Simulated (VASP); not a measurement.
# Au in VASP: further runs

The runs below take Au through single point, with PBEsol.

Program: VASP 6.6.1. These are calculated values, not measurements. Logs are shortened: lines on timing, memory, paths and dates and some standing lists are left out, and cuts for length are marked.

## 1. The cell of the first run

The cell holds a wire or tube with vacuum around it, 1 atom: a = 9.000 Å, b = 9.300 Å, c = 2.525 Å, α = 90.00°, β = 90.00°, γ = 90.00°.

## 2. Single point, PBEsol, collinear spin

File INCAR:

```
SYSTEM = Au
ALGO = Normal
EDIFF = 1E-7
ENCUT = 520
GGA = PS
ISIF = 2
ISMEAR = 0
ISPIN = 2
LASPH = .True.
LCHARG = .True.
LELF = .True.
LMAXMIX = 4
LORBIT = 11
LREAL = .False.
LVHAR = .True.
LWAVE = .False.
MAGMOM = 0.5
NBANDS = 16
NELM = 150
PREC = Accurate
SIGMA = 0.05
```

File KPOINTS:

```
k-points
0
Gamma
  1 1 25
  0 0 0
```

File POSCAR:

```
Au
1.0
    9.0000000000      0.0000000000      0.0000000000
    0.0000000000      9.3000000000      0.0000000000
    0.0000000000      0.0000000000      2.5250631004
Au
1
Direct
    0.5000000000      0.5000000000      0.0000000000
```

Potentials or basis: VASP PAW PBE potentials, release 64 (Au).

On the command line:

```sh
cat potpaw_PBE.64/Au/POTCAR > POTCAR
mpirun -np 1 vasp_std > vasp.out
```

OUTCAR:

```text
SYSTEM = Au
   EDIFF = 1E-7
   ENCUT = 520
   GGA = PS
   ISIF = 2
   ISMEAR = 0
   ISPIN = 2
   LASPH = .True.
   LORBIT = 11
   LREAL = .False.
   NELM = 150
   PREC = Accurate

 ion  position               nearest neighbor table
   1  0.500  0.500  0.000-

  LATTYP: Found a simple orthorhombic cell.
 ALAT       =     2.5250631004
 B/A-ratio  =     3.5642673637
 C/A-ratio  =     3.6830762758

  Lattice vectors:

 A1 = (   0.0000000000,   0.0000000000,   2.5250631004)
 A2 = (   9.0000000000,   0.0000000000,   0.0000000000)
 A3 = (   0.0000000000,   9.3000000000,   0.0000000000)

Analysis of symmetry for initial positions (statically):
=====================================================================
 Subroutine PRICEL returns:
 Original cell was already a primitive cell.

 Routine SETGRP: Setting up the symmetry group for a
 simple orthorhombic supercell.

 Subroutine GETGRP returns: Found  8 space group operations
 (whereof  8 operations were pure point group operations)
 out of a pool of  8 trial point group operations.

The static configuration has the point symmetry D_2h.

Analysis of symmetry for dynamics (positions and initial velocities):
=====================================================================
 Subroutine PRICEL returns:
 Original cell was already a primitive cell.

 Routine SETGRP: Setting up the symmetry group for a
 simple orthorhombic supercell.

 Subroutine GETGRP returns: Found  8 space group operations
 (whereof  8 operations were pure point group operations)
 out of a pool of  8 trial point group operations.

The dynamic configuration has the point symmetry D_2h.

Analysis of structural, dynamic, and magnetic symmetry:
=====================================================================
 Subroutine PRICEL returns:
 Original cell was already a primitive cell.

 Routine SETGRP: Setting up the symmetry group for a
 simple orthorhombic supercell.

 Subroutine GETGRP returns: Found  8 space group operations
 (whereof  8 operations were pure point group operations)
 out of a pool of  8 trial point group operations.

The overall configuration has the point symmetry D_2h.

 Subroutine INISYM returns: Found  8 space group operations
 (whereof  8 operations are pure point group operations),
 and found     1 'primitive' translations

----------------------------------------------------------------------------------------

                                     Primitive cell

  volume of cell :     211.3478

  direct lattice vectors                    reciprocal lattice vectors
     9.000000000  0.000000000  0.000000000     0.111111111  0.000000000  0.000000000
     0.000000000  9.300000000  0.000000000     0.000000000  0.107526882  0.000000000
     0.000000000  0.000000000  2.525063100     0.000000000  0.000000000  0.396029707

  length of vectors
     9.000000000  9.300000000  2.525063100     0.111111111  0.107526882  0.396029707

  position of ions in fractional coordinates (direct lattice)
     0.500000000  0.500000000  0.000000000

  ion indices of the primitive-cell ions
   primitive index   ion index
                 1           1

----------------------------------------------------------------------------------------

 KPOINTS: k-points

Automatic generation of k-mesh.
 Grid dimensions read from file:
 generate k-points for:    1    1   25

 Generating k-lattice:

  Cartesian coordinates                     Fractional coordinates (reciprocal lattice)
     0.111111111  0.000000000  0.000000000     1.000000000  0.000000000  0.000000000
     0.000000000  0.107526882  0.000000000     0.000000000  1.000000000  0.000000000
     0.000000000  0.000000000  0.015841188     0.000000000  0.000000000  0.040000000

  Length of vectors
     0.111111111  0.107526882  0.015841188

  Shift w.r.t. Gamma in fractional coordinates (k-lattice)
     0.000000000  0.000000000  0.000000000

 Subroutine IBZKPT returns following result:
 ===========================================

 Found     13 irreducible k-points:

 Following reciprocal coordinates:
            Coordinates               Weight
  0.000000  0.000000  0.000000      1.000000
  0.000000  0.000000  0.040000      2.000000
  0.000000  0.000000  0.080000      2.000000
  0.000000  0.000000  0.120000      2.000000
  0.000000  0.000000  0.160000      2.000000
  0.000000  0.000000  0.200000      2.000000
  0.000000  0.000000  0.240000      2.000000
  0.000000  0.000000  0.280000      2.000000
  0.000000  0.000000  0.320000      2.000000
  0.000000  0.000000  0.360000      2.000000
  0.000000  0.000000  0.400000      2.000000
  0.000000  0.000000  0.440000      2.000000
  0.000000  0.000000  0.480000      2.000000
   k-points           NKPTS =     13   k-points in BZ     NKDIM =     13   number of bands    NBANDS=     16
   number of dos      NEDOS =    301   number of ions     NIONS =      1
   total plane-waves  NPLWV =  98000
   dimension x,y,z NGX =    70 NGY =   70 NGZ =   20
   dimension x,y,z NGXF=   140 NGYF=  140 NGZF=   40
   ions per type =               1
   NGX,Y,Z   is equivalent  to a cutoff of  12.93, 12.51, 13.17 a.u.
   NGXF,Y,Z  is equivalent  to a cutoff of  25.86, 25.03, 26.34 a.u.
 SYSTEM =  Au
   PREC   = accura    normal or accurate (medium, high low for compatibility)
   ISTART =      0    job   : 0-new  1-cont  2-samecut
   ICHARG =      2    charge: 1-file 2-atom 10-const
   ISPIN  =      2    spin polarized calculation?
   LNONCOLLINEAR =      F non collinear calculations
   LSORBIT =      F    spin-orbit coupling
   LASPH  =      T    aspherical Exc in radial PAW
   ENCUT  =  520.0 eV  38.22 Ry    6.18 a.u.  16.73 17.29  4.69*2*pi/ulx,y,z
   NELM   =    150;   NELMIN=  2; NELMDL= -5     # of ELM steps
   EDIFF  = 0.1E-06   stopping-criterion for ELM
   LREAL  =      F    real-space projection
   EDIFFG = 0.1E-05   stopping-criterion for IOM
   NSW    =      0    number of steps for IOM
   IBRION =     -1    ionic relax: 0-MD 1-quasi-New 2-CG
   NFREE  =      0    steps in history (QN), initial steepest desc. (CG)
   ISIF   =      2    stress and relaxation
   ISYM   =      2    0-nonsym 1-usesym 2-fastsym
   POTIM  = 0.5000    time-step for ionic-motion
   TEBEG  =    0.0;   TEEND  =   0.0 temperature during run
   PSTRESS=    0.0 pullay stress
   NELECT =      11.0000    total number of electrons
   NUPDOWN=      -1.0000    fix difference up-down
   EMIN   =  10.00;   EMAX   =-10.00  energy-range for DOS
   EFERMI =   0.00;   METHOD = LEGACY
   ISMEAR =     0;   SIGMA  =   0.05  broadening in eV -4-tet -1-fermi 0-gaus
   EFERMI_NEDOS =   21; number of points for ismear=-14 and -15
   IALGO  =     38    algorithm
   IMIX   =      4    mixing-type and parameters
     AMIX     =   0.40;   BMIX     =  1.00
     AMIX_MAG =   1.60;   BMIX_MAG =  1.00
  volume/ion in A,a.u.               =     211.35      1426.25
  Fermi-wavevector in a.u.,A,eV,Ry     =   0.611233  1.155062  5.083208  0.373605
  Thomas-Fermi vector in A             =   1.667083
   LORBIT       =     11    0 simple, 1 ext, 2 COOP (PROOUT), +10 PAW based schemes
   GGA     = PS    functional components
   LHFCALC =     F    Hartree Fock is set to
   AEXX    =    0.0000 exact exchange contribution
   IVDW    =     0    specifies the selected vdW correction
   LEPSILON=     F    determine dielectric tensor
   LRPA    =     F    only Hartree local field effects (RPA)
 spin polarized calculation
 Gauss-broadening in eV      SIGMA  =   0.05
  energy-cutoff  :      520.00
  volume of cell :      211.35
 maximum number of plane-waves:      5721
 NGX is ok and might be reduce to    70
   NGX = 33   NGY = 35   NGZ =  9

 number of electron      11.0000002 magnetization       0.1778662

 Free energy of the ion-electron system (eV)
  ---------------------------------------------------
  ext. energy  EPLUGINS =         0.00000000
  ---------------------------------------------------
  free energy    TOTEN  =        -1.98555548 eV

  energy without entropy =       -1.98173321  energy(sigma->0) =       -1.98364435

 E-fermi :  -5.3618     XC(G=0):  -2.2412

 val. band max:       -5.3779450563   @ k =   0.0000   0.0000   0.0400
 cond. band min:      -5.3388682524   @ k =   0.0000   0.0000   0.2800
 fundamental gap:      0.0390768039
 Fermi energy:        -5.3618487547

 spin component 1

 k-point     1 :       0.0000    0.0000    0.0000
  band No.  band energies     occupation
      1     -10.7894      1.00000
      2      -6.9503      1.00000
      3      -6.9500      1.00000
      4      -6.6134      1.00000
      5      -5.4382      0.98454
      6      -5.4381      0.98454
[... 8 lines left out ...]
     15       5.1268      0.00000
     16       5.3858      0.00000

 k-point     2 :       0.0000    0.0000    0.0400
  band No.  band energies     occupation
      1     -10.7090      1.00000
      2      -6.9409      1.00000
      3      -6.9406      1.00000
      4      -6.5907      1.00000
      5      -5.5201      1.00000
      6      -5.5201      1.00000
[... 8 lines left out ...]
     15       5.1742      0.00000
     16       5.4349      0.00000

 k-point     3 :       0.0000    0.0000    0.0800
  band No.  band energies     occupation
      1     -10.4694      1.00000
      2      -6.9132      1.00000
      3      -6.9129      1.00000
      4      -6.5229      1.00000
      5      -5.7457      1.00000
      6      -5.7457      1.00000
[... 8 lines left out ...]
     15       5.3150      0.00000
     16       5.5806      0.00000
[... 153 lines left out ...]
 k-point    12 :       0.0000    0.0000    0.4400
  band No.  band energies     occupation
      1      -8.5082      1.00000
      2      -8.5082      1.00000
      3      -6.3377      1.00000
      4      -6.3377      1.00000
      5      -5.6551      1.00000
      6      -1.7504      0.00000
[... 8 lines left out ...]
     15       7.7912      0.00000
     16       8.0851      0.00000

 k-point    13 :       0.0000    0.0000    0.4800
  band No.  band energies     occupation
      1      -8.5783      1.00000
      2      -8.5783      1.00000
      3      -6.3166      1.00000
      4      -6.3166      1.00000
      5      -5.5694      1.00000
      6      -0.7566      0.00000
[... 8 lines left out ...]
     15       8.0450      0.00000
     16       8.1731      0.00000
 Fermi energy:        -5.3618487547

 spin component 2

 k-point     1 :       0.0000    0.0000    0.0000
  band No.  band energies     occupation
      1     -10.7263      1.00000
      2      -6.8770      1.00000
      3      -6.8767      1.00000
      4      -6.5526      1.00000
      5      -5.2950      0.02934
      6      -5.2950      0.02932
[... 8 lines left out ...]
     15       5.1457      0.00000
     16       5.4064      0.00000

 k-point     2 :       0.0000    0.0000    0.0400
  band No.  band energies     occupation
      1     -10.6459      1.00000
      2      -6.8676      1.00000
      3      -6.8673      1.00000
      4      -6.5299      1.00000
      5      -5.3779      0.67558
      6      -5.3779      0.67554
[... 8 lines left out ...]
     15       5.1932      0.00000
     16       5.4556      0.00000

 k-point     3 :       0.0000    0.0000    0.0800
  band No.  band energies     occupation
      1     -10.4063      1.00000
      2      -6.8399      1.00000
      3      -6.8396      1.00000
      4      -6.4620      1.00000
      5      -5.6061      1.00000
      6      -5.6061      1.00000
[... 8 lines left out ...]
     15       5.3343      0.00000
     16       5.6016      0.00000
[... 153 lines left out ...]
 k-point    12 :       0.0000    0.0000    0.4400
  band No.  band energies     occupation
      1      -8.3800      1.00000
      2      -8.3800      1.00000
      3      -6.2640      1.00000
      4      -6.2640      1.00000
      5      -5.5946      1.00000
      6      -1.6875      0.00000
[... 8 lines left out ...]
     15       7.8025      0.00000
     16       8.1034      0.00000

 k-point    13 :       0.0000    0.0000    0.4800
  band No.  band energies     occupation
      1      -8.4502      1.00000
      2      -8.4502      1.00000
      3      -6.2429      1.00000
      4      -6.2428      1.00000
      5      -5.5088      0.99998
      6      -0.6973      0.00000
[... 8 lines left out ...]
     15       8.0566      0.00000
     16       8.1921      0.00000

------------------------ aborting loop because EDIFF is reached ----------------------------------------

  FORCE on cell =-STRESS in cart. coord.  units (eV):
  Direction    XX          YY          ZZ          XY          YZ          ZX
  --------------------------------------------------------------------------------------
  -------------------------------------------------------------------------------------
  Total       -0.0233521     -0.0199522      0.0270572      0.0000000      0.0000000      0.0000000
  in kB       -0.1770269     -0.1512527      0.2051145      0.0000000      0.0000000      0.0000000
  external PRESSURE =      -0.0410550 kB  Pullay stress =       0.0000000 kB

 VOLUME and BASIS-vectors are now :
 -----------------------------------------------------------------------------
  energy-cutoff  :      520.00
  volume of cell :      211.35
      direct lattice vectors                 reciprocal lattice vectors
     9.000000000  0.000000000  0.000000000     0.111111111  0.000000000  0.000000000
     0.000000000  9.300000000  0.000000000     0.000000000  0.107526882  0.000000000
     0.000000000  0.000000000  2.525063100     0.000000000  0.000000000  0.396029707

 POSITION                                       TOTAL-FORCE (eV/Angst)
 -----------------------------------------------------------------------------------
      4.50000      4.65000      0.00000         0.000000      0.000000      0.000000
 -----------------------------------------------------------------------------------
    total drift:                                0.000000      0.000000      0.000000

  FREE ENERGIE OF THE ION-ELECTRON SYSTEM (eV)
  ---------------------------------------------------
  free  energy   TOTEN  =        -1.9855554843 eV

  energy  without entropy=       -1.9817332073  energy(sigma->0) =       -1.98364435

 total charge

# of ion       s       p       d       tot
------------------------------------------
    1        0.653   0.117   8.833   9.603

 magnetization (x)

# of ion       s       p       d       tot
------------------------------------------
    1        0.022   0.003   0.130   0.155
```

It took 4.2 min on 1 thread of Intel Xeon 8259CL, shared host; peak memory 0.4 GiB.

What came out:

- Free energy: -1.9856 eV
- Net moment: 0.18 μB per cell
- Site moments: Au +0.15 μB
- Valence electrons inside the program's atomic spheres: Au 9.60

Levels at points of the mesh, in eV from the Fermi level:
Spin up:
| k point | band 4 | band 5 | band 6 | band 7 | band 8 | band 9 |
| --- | --- | --- | --- | --- | --- | --- |
| (0.00, 0.00, 0.00) | -1.25 | -0.08 | -0.08 | 4.12 | 4.13 | 6.10 |
Spin down:
| k point | band 2 | band 3 | band 4 | band 5 | band 6 | band 7 | band 8 | band 9 |
| --- | --- | --- | --- | --- | --- | --- | --- | --- |
| (0.00, 0.00, 0.00) | -1.52 | -1.51 | -1.19 | 0.07 | 0.07 | 4.16 | 4.17 | 6.11 |

Caveat: a moment this small can come from the mesh or the smearing; the PAW data sets were made with another functional, which shifts forces and pressure a little; spin-orbit coupling is left out, which moves the levels of the heavy elements.

(Part 1 of 2 ends here.)
